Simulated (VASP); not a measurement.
Set up this calculation in VASP 6.6.1, as the native input.

```yaml
Task: single point
Functional: r2SCAN
Potentials_or_basis: VASP PAW PBE potentials, release 64 (Te, Mo_sv)
Cutoff: 520 eV
k_mesh: 12 × 12 × 2
Occupations: gaussian, width 0.05 eV
Spin: no spin polarisation
Dipole_correction: no
Further_INCAR_settings: ALGO = Normal; EDIFF = 1e-07; NBANDS = 35
```

The system is Te2Mo.

```
CELL_PARAMETERS angstrom
3.47446 0.00000 0.00000
-1.73723 3.00897 0.00000
0.00000 0.00000 13.98991
ATOMIC_POSITIONS crystal
Te 0.33333 0.66667 0.62848
Te 0.66667 0.33333 0.12848
Te 0.33333 0.66667 0.87152
Te 0.66667 0.33333 0.37152
Mo 0.33333 0.66667 0.25000
Mo 0.66667 0.33333 0.75000
```

This cell differs from its parent crystal: strain -0.025 along x and y, -0.050 along z.

One way to write it, as run:

POSCAR

```
Te2Mo
1.0
    3.4744565868      0.0000000000      0.0000000000
   -1.7372282934      3.0089676685      0.0000000000
    0.0000000000      0.0000000000     13.9899100005
Te Mo
4 2
Direct
    0.3333333333      0.6666666667      0.6284839550
    0.6666666667      0.3333333333      0.1284839550
    0.3333333333      0.6666666667      0.8715160450
    0.6666666667      0.3333333333      0.3715160450
    0.3333333333      0.6666666667      0.2500000000
    0.6666666667      0.3333333333      0.7500000000
```

INCAR.step1

```
ALGO = Normal
EDIFF = 1E-4
ENCUT = 520
GGA = PE
ISMEAR = 0
LASPH = True
LCHARG = False
LREAL = False
LWAVE = True
NBANDS = 35
NELM = 60
PREC = Accurate
SIGMA = 0.05
```

INCAR.step2

```
ALGO = Normal
EDIFF = 1E-7
ENCUT = 520
ISIF = 2
ISMEAR = 0
ISTART = 1
LASPH = True
LCHARG = False
LMIXTAU = True
LREAL = False
LWAVE = False
METAGGA = R2SCAN
NBANDS = 35
NELM = 60
PREC = Accurate
SIGMA = 0.05
```

KPOINTS

```
k-points
0
Gamma
  12 12 2
```

Potentials or basis: VASP PAW PBE potentials, release 64 (Te, Mo_sv).

The run is started by

```bash
$ cat potpaw_PBE.64/Te/POTCAR potpaw_PBE.64/Mo_sv/POTCAR > POTCAR
$ cp INCAR.step1 INCAR
$ mpirun -np 1 vasp_std > vasp.out
$ cp INCAR.step2 INCAR
$ mpirun -np 1 vasp_std > vasp.out
```

It gave:

| Item | Value |
| --- | --- |
| Pressure | 12.5 GPa |
| Largest force | 2.035 eV/Å |
| Band gap on the k mesh | 0.79 eV (least direct gap 1.11 eV) |

Caveat: the cell differs from its parent crystal (strain -0.025 along x and y, -0.050 along z); the stress differs along the axes, from 11 to 16 GPa; the PAW data sets were made with another functional, which shifts forces and pressure a little; spin-orbit coupling is left out, which moves the levels of the heavy elements.

It took 18 min on 1 thread of Oxide Virtual Turin-like Processor, on a shared host, peak memory 0.37 GiB.
